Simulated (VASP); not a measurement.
# Ge (Fd-3m) in VASP: a series of runs

Ge is run at these levels: r2SCAN; tasks: phonons.

Everything below comes from runs of VASP 6.6.1. Logs are shortened: lines on timing, memory, paths and dates and some standing lists are left out, and cuts for length are marked.

**1. The cell of the first run**

Symmetry: Fd-3m, No. 227, cubic system. Conventional cell: a = 5.625 Å, b = 5.625 Å, c = 5.625 Å, α = 90.00°, β = 90.00°, γ = 90.00°. Within 3.2 Å of Ge (site symmetry -43m) lie 4 Ge at 2.44 Å.

**2. Phonons, r2SCAN**

Contents of INCAR:

```
SYSTEM = Ge
PREC     = Accurate       ! precision mode
ENCUT    = 520            ! plane-wave cutoff, eV
EDIFF    = 1E-8           ! SCF threshold, eV
ISMEAR   = 0              ! smearing method
SIGMA    = 0.01           ! smearing width, eV
LREAL    = .FALSE.        ! projectors in reciprocal space
LASPH    = .TRUE.         ! aspherical terms in the spheres
NELM     = 60             ! most SCF steps
ALGO     = Normal         ! electronic algorithm
ISIF     = 2              ! what is computed and relaxed
LWAVE    = .FALSE.        ! write WAVECAR
LCHARG   = .FALSE.        ! write CHGCAR
METAGGA  = R2SCAN         ! meta-GGA
LMIXTAU  = .TRUE.       
IBRION   = 6              ! ionic algorithm
NFREE    = 2            
POTIM    = 0.015          ! step
NSW      = 1              ! ionic steps
```

Contents of KPOINTS:

```
Automatic mesh
0
G
  12 12 12
  0 0 0
```

Contents of POSCAR:

```
Ge
1.0
    2.8126908858      2.8126908858      0.0000000000
   -2.8126908858      2.8126908858      0.0000000000
    0.0000000000      2.8126908858      2.8126908858
Ge
2
Direct
    0.5000000000      0.5000000000      0.0000000000
    0.7500000000      0.2500000000      0.5000000000
```

Potentials or basis: VASP PAW PBE potentials, release 64 (Ge_d).

Command:

```sh
> cat potpaw_PBE.64/Ge_d/POTCAR > POTCAR
> mpirun -np 1 vasp_std > vasp.out
```

OUTCAR:

```text
SYSTEM = Ge
   PREC = Accurate
   ENCUT = 520
   EDIFF = 1E-8
   ISMEAR = 0
   LREAL = .FALSE.
   LASPH = .TRUE.
   NELM = 60
   ISIF = 2
   METAGGA = R2SCAN
   IBRION = 6
   NFREE = 2
   POTIM = 0.015
   NSW = 1

 ion  position               nearest neighbor table
   1  0.500  0.500  0.000-   2 2.44   2 2.44   2 2.44   2 2.44
   2  0.750  0.250  0.500-   1 2.44   1 2.44   1 2.44   1 2.44

  LATTYP: Found a face centered cubic cell.
 ALAT       =     5.6253817716

  Lattice vectors:

 A1 = (   0.0000000000,   2.8126908858,   2.8126908858)
 A2 = (   2.8126908858,   0.0000000000,   2.8126908858)
 A3 = (   2.8126908858,   2.8126908858,   0.0000000000)

Analysis of symmetry for initial positions (statically):
=====================================================================
 Subroutine PRICEL returns:
 Original cell was already a primitive cell.

 Routine SETGRP: Setting up the symmetry group for a
 face centered cubic supercell.

 Subroutine GETGRP returns: Found 48 space group operations
 (whereof 24 operations were pure point group operations)
 out of a pool of 48 trial point group operations.

The static configuration has the point symmetry T_d .
 The point group associated with its full space group is O_h .

Analysis of symmetry for dynamics (positions and initial velocities):
=====================================================================
 Subroutine PRICEL returns:
 Original cell was already a primitive cell.

 Routine SETGRP: Setting up the symmetry group for a
 face centered cubic supercell.

 Subroutine GETGRP returns: Found 48 space group operations
 (whereof 24 operations were pure point group operations)
 out of a pool of 48 trial point group operations.

The dynamic configuration has the point symmetry T_d .
 The point group associated with its full space group is O_h .

 Subroutine INISYM returns: Found 48 space group operations
 (whereof 24 operations are pure point group operations),
 and found     1 'primitive' translations

----------------------------------------------------------------------------------------

                                     Primitive cell

  volume of cell :      44.5037

  direct lattice vectors                    reciprocal lattice vectors
[... 211 lines left out ...]
 Free energy of the ion-electron system (eV)
  ---------------------------------------------------
  ext. energy  EPLUGINS =         0.00000000
  ---------------------------------------------------
  free energy    TOTEN  =       -27.73493686 eV

  energy without entropy =      -27.73493686  energy(sigma->0) =      -27.73493686

 E-fermi :   5.1039     XC(G=0): -10.9101

 val. band max:        5.0473574811   @ k =   0.0000   0.0000   0.0000
 cond. band min:       5.4505371838   @ k =   0.0000   0.5000   0.5000
 fundamental gap:      0.4031797027
 Fermi energy:         5.1038557757

 k-point     1 :       0.0000    0.0000    0.0000
  band No.  band energies     occupation
      1     -20.5523      2.00000
      2     -20.5488      2.00000
      3     -20.5449      2.00000
      4     -20.5078      2.00000
      5     -20.5077      2.00000
      6     -20.2822      2.00000
[... 481 lines left out ...]
      5     -20.4339      2.00000
      6     -20.3627      2.00000
[... 10 lines left out ...]
     17      10.5128      0.00000
     18      10.6595      0.00000

 [... further k-points ...]

------------------------ aborting loop because EDIFF is reached ----------------------------------------

  FORCE on cell =-STRESS in cart. coord.  units (eV):
  Direction    XX          YY          ZZ          XY          YZ          ZX
  --------------------------------------------------------------------------------------
  -------------------------------------------------------------------------------------
  Total        0.5719296      0.5743340      0.5743340      0.0000000     -0.1410773      0.0000000
  in kB       20.5900391     20.6765997     20.6765997      0.0000000     -5.0789254      0.0000000
  external PRESSURE =      20.6477462 kB  Pullay stress =       0.0000000 kB
[... 17 lines left out ...]
  FREE ENERGIE OF THE ION-ELECTRON SYSTEM (eV)
  ---------------------------------------------------
  free  energy   TOTEN  =       -27.7349368585 eV

  energy  without entropy=      -27.7349368585  energy(sigma->0) =      -27.73493686

 INTERNAL STRAIN TENSORS FROM DISPLACED ATOMS
 ============================================

 INTERNAL STRAIN TENSOR FOR ION    1 for displacements in x,y,z  (eV/Angst):
          X           Y           Z          XY          YZ          ZX
  --------------------------------------------------------------------------------
  x     0.00000     0.00000     0.00000     0.00000     9.38206     0.00000
  y     0.00000    -0.00000     0.00000     0.00000     0.00000     9.38206
  z     0.00000     0.00000     0.00000     9.38206     0.00000     0.00000

 INTERNAL STRAIN TENSOR FOR ION    2 for displacements in x,y,z  (eV/Angst):
          X           Y           Z          XY          YZ          ZX
  --------------------------------------------------------------------------------
  x    -0.00000     0.00000     0.00000     0.00000    -9.38206     0.00000
  y     0.00000     0.00000     0.00000     0.00000     0.00000    -9.38206
  z     0.00000     0.00000    -0.00000    -9.38206     0.00000     0.00000

 Eigenvectors and eigenvalues of the dynamical matrix
 ----------------------------------------------------

   1 f  =    9.140276 THz    57.430049 2PiTHz  304.886798 cm-1    37.801128 meV
             X         Y         Z           dx          dy          dz
      0.000000  2.812691  0.000000    -0.652019   -0.273311    0.013127
      1.406345  4.219036  1.406345     0.652019    0.273311   -0.013127
[... 11 lines left out ...]
   4 f  =    0.000000 THz     0.000000 2PiTHz    0.000002 cm-1     0.000000 meV
             X         Y         Z           dx          dy          dz
      0.000000  2.812691  0.000000     0.579773    0.247992   -0.319942
      1.406345  4.219036  1.406345     0.579773    0.247992   -0.319942

   5 f/i=    0.000000 THz     0.000000 2PiTHz    0.000000 cm-1     0.000000 meV
             X         Y         Z           dx          dy          dz
      0.000000  2.812691  0.000000    -0.341642    0.000000   -0.619097
      1.406345  4.219036  1.406345    -0.341642    0.000000   -0.619097

   6 f/i=    0.000000 THz     0.000001 2PiTHz    0.000006 cm-1     0.000001 meV
             X         Y         Z           dx          dy          dz
      0.000000  2.812691  0.000000    -0.217125    0.662193    0.119819
      1.406345  4.219036  1.406345    -0.217125    0.662193    0.119819

 ELASTIC MODULI CONTR FROM IONIC RELAXATION (kBar)
 Direction    XX          YY          ZZ          XY          YZ          ZX
 --------------------------------------------------------------------------------
 XX          -0.0000      0.0000      0.0000      0.0000     -0.0000      0.0000
 YY           0.0000     -0.0000      0.0000      0.0000      0.0000      0.0000
 ZZ           0.0000      0.0000     -0.0000     -0.0000      0.0000      0.0000
 XY           0.0000      0.0000     -0.0000   -255.3451      0.0000      0.0000
 YZ          -0.0000      0.0000      0.0000      0.0000   -255.3451      0.0000
 ZX           0.0000      0.0000      0.0000      0.0000      0.0000   -255.3451
 --------------------------------------------------------------------------------
```

OSZICAR:

```text
N       E                     dE             d eps       ncg     rms          rms(c)
DAV:   1     0.152017719822E+03    0.15202E+03   -0.15907E+04  2638   0.442E+03
DAV:   2    -0.843039949508E+01   -0.16045E+03   -0.15761E+03  2594   0.562E+02
DAV:   3    -0.297589035144E+02   -0.21329E+02   -0.21182E+02  2874   0.153E+02
[... 46 lines left out ...]
DAV:   8    -0.277349350377E+02   -0.24323E-05   -0.45898E-06 10106   0.225E-02    0.345E-04
DAV:   9    -0.277349365647E+02   -0.15271E-05   -0.83832E-07 10092   0.103E-02    0.142E-04
DAV:  10    -0.277349368387E+02   -0.27394E-06   -0.42474E-07  7952   0.439E-03    0.710E-05
DAV:  11    -0.277349368658E+02   -0.27099E-07   -0.14595E-08  8528   0.994E-04    0.459E-05
DAV:  12    -0.277349368543E+02    0.11464E-07   -0.48464E-09  6476   0.911E-04    0.173E-05
DAV:  13    -0.277349368585E+02   -0.42137E-08   -0.22830E-09  5162   0.409E-04
   3 F= -.27734937E+02 E0= -.27734937E+02  d E =-.447664E-19
```

Run time: 19 min. Hardware: 1 thread of Intel Xeon 6975P-C (Granite Rapids), shared host; peak memory 0.42 GiB.

What came out:

```yaml
Highest_phonon_frequency_at_Γ: 305 cm⁻¹
```

Phonon frequencies in cm⁻¹ (negative: imaginary):
```tsv
q point	frequencies
(0.000, 0.000, 0.000)	0 0 0 305 305 305
```

Caveat: the cell stands under pressure or tension, which shifts response properties; the PAW data sets were made with another functional, which shifts forces and pressure a little.

**3. Phonons, r2SCAN**

This run uses another cell than the first one, of 21.07 Å³/atom.

Contents of INCAR:

```
SYSTEM = Ge
ALGO = Normal
EDIFF = 1E-8
ENCUT = 520
IBRION = 6
ISIF = 2
ISMEAR = 0
LASPH = .TRUE.
LCHARG = .TRUE.
LMIXTAU = .TRUE.
LREAL = .FALSE.
LWAVE = .FALSE.
METAGGA = R2SCAN
NELM = 80
NFREE = 2
NSW = 1
POTIM = 0.015
PREC = Accurate
SIGMA = 0.01
```

Contents of KPOINTS:

```
k-points
0
G
  12 12 12
  0 0 0
```

Contents of POSCAR:

```
Ge
1.0
    2.7620003177      2.7620003177      0.0000000000
   -2.7620003177      2.7620003177      0.0000000000
    0.0000000000      2.7620003177      2.7620003177
Ge
2
Direct
    0.5000000000      0.5000000000      0.0000000000
    0.7500000000      0.2500000000      0.5000000000
```

Potentials or basis: VASP PAW PBE potentials, release 64 (Ge_d).

Command:

```sh
> cat potpaw_PBE.64/Ge_d/POTCAR > POTCAR
> mpirun -np 1 vasp_std > vasp.out
```

OUTCAR:

```text
SYSTEM = Ge
   EDIFF = 1E-8
   ENCUT = 520
   IBRION = 6
   ISIF = 2
   ISMEAR = 0
   LASPH = .TRUE.
   LREAL = .FALSE.
   METAGGA = R2SCAN
   NELM = 80
   NFREE = 2
   NSW = 1
   POTIM = 0.015
   PREC = Accurate

 ion  position               nearest neighbor table
   1  0.500  0.500  0.000-   2 2.39   2 2.39   2 2.39   2 2.39
   2  0.750  0.250  0.500-   1 2.39   1 2.39   1 2.39   1 2.39

  LATTYP: Found a face centered cubic cell.
 ALAT       =     5.5240006354

  Lattice vectors:

 A1 = (   0.0000000000,   2.7620003177,   2.7620003177)
 A2 = (   2.7620003177,   0.0000000000,   2.7620003177)
 A3 = (   2.7620003177,   2.7620003177,   0.0000000000)
[... 778 lines left out ...]
  --------------------------------------------------------------------------------------
  -------------------------------------------------------------------------------------
  Total        1.8616633      1.8684570      1.8684570      0.0000000     -0.1714119      0.0000000
  in kB       70.7800000     71.0382925     71.0382925      0.0000000     -6.5170382      0.0000000
  external PRESSURE =      70.9521950 kB  Pullay stress =       0.0000000 kB
[... 17 lines left out ...]
  FREE ENERGIE OF THE ION-ELECTRON SYSTEM (eV)
  ---------------------------------------------------
  free  energy   TOTEN  =       -27.6681542054 eV

  energy  without entropy=      -27.6681542054  energy(sigma->0) =      -27.66815421

 INTERNAL STRAIN TENSORS FROM DISPLACED ATOMS
 ============================================

 INTERNAL STRAIN TENSOR FOR ION    1 for displacements in x,y,z  (eV/Angst):
          X           Y           Z          XY          YZ          ZX
  --------------------------------------------------------------------------------
  x     0.00000     0.00000     0.00000     0.00000    11.40982     0.00000
  y     0.00000     0.00000     0.00000     0.00000     0.00000    11.40982
  z     0.00000     0.00000     0.00000    11.40982     0.00000     0.00000

 INTERNAL STRAIN TENSOR FOR ION    2 for displacements in x,y,z  (eV/Angst):
          X           Y           Z          XY          YZ          ZX
  --------------------------------------------------------------------------------
  x    -0.00000     0.00000     0.00000     0.00000   -11.40982     0.00000
  y     0.00000    -0.00000     0.00000     0.00000     0.00000   -11.40982
  z     0.00000     0.00000    -0.00000   -11.40982     0.00000     0.00000

 Eigenvectors and eigenvalues of the dynamical matrix
 ----------------------------------------------------

   1 f  =    9.696558 THz    60.925269 2PiTHz  323.442348 cm-1    40.101722 meV
             X         Y         Z           dx          dy          dz
      0.000000  2.762000  0.000000     0.000000   -0.707107    0.000000
      1.381000  4.143000  1.381000     0.000000    0.707107    0.000000
[... 21 lines left out ...]
   6 f  =    0.000000 THz     0.000000 2PiTHz    0.000000 cm-1     0.000000 meV
             X         Y         Z           dx          dy          dz
      0.000000  2.762000  0.000000     0.000000    0.000000    0.707107
      1.381000  4.143000  1.381000     0.000000    0.000000    0.707107

 ELASTIC MODULI CONTR FROM IONIC RELAXATION (kBar)
 Direction    XX          YY          ZZ          XY          YZ          ZX
 --------------------------------------------------------------------------------
 XX          -0.0000      0.0000      0.0000      0.0000     -0.0000      0.0000
 YY           0.0000     -0.0000      0.0000      0.0000      0.0000     -0.0000
 ZZ           0.0000      0.0000     -0.0000     -0.0000      0.0000      0.0000
 XY           0.0000      0.0000     -0.0000   -354.3778      0.0000      0.0000
 YZ          -0.0000      0.0000      0.0000      0.0000   -354.3778      0.0000
 ZX           0.0000     -0.0000      0.0000      0.0000      0.0000   -354.3778
 --------------------------------------------------------------------------------
```

OSZICAR:

```text
N       E                     dE             d eps       ncg     rms          rms(c)
DAV:   1     0.148126210572E+03    0.14813E+03   -0.15945E+04  2674   0.448E+03
DAV:   2    -0.924059644613E+01   -0.15737E+03   -0.15437E+03  2600   0.556E+02
DAV:   3    -0.297313623025E+02   -0.20491E+02   -0.20338E+02  2830   0.150E+02
[... 41 lines left out ...]
DAV:   7    -0.276681513786E+02   -0.17843E-05   -0.33511E-06 10970   0.153E-02    0.488E-04
DAV:   8    -0.276681528424E+02   -0.14639E-05   -0.32920E-06 10122   0.189E-02    0.320E-04
DAV:   9    -0.276681539551E+02   -0.11127E-05   -0.56855E-07 10122   0.845E-03    0.129E-04
DAV:  10    -0.276681541796E+02   -0.22444E-06   -0.41640E-07  7980   0.435E-03    0.616E-05
DAV:  11    -0.276681542148E+02   -0.35228E-07   -0.18069E-08  8266   0.112E-03    0.436E-05
DAV:  12    -0.276681542054E+02    0.93878E-08   -0.30154E-09  5720   0.697E-04
   3 F= -.27668154E+02 E0= -.27668154E+02  d E =-.580121E-45
```

Wall time 31 min (1 thread of Intel Xeon Platinum 8259CL at 2.50GHz (Skylake/Cascade Lake), shared host); peak memory 0.39 GiB.

Results:

```
Highest phonon frequency at Γ : 323 cm⁻¹
```

Phonon frequencies in cm⁻¹ (negative: imaginary):
```
              q point        frequencies
(0.000, 0.000, 0.000)  0 0 0 323 323 323
```

Caveat: the cell stands under pressure or tension, which shifts response properties; the PAW data sets were made with another functional, which shifts forces and pressure a little.

[end of part 1 of 2]
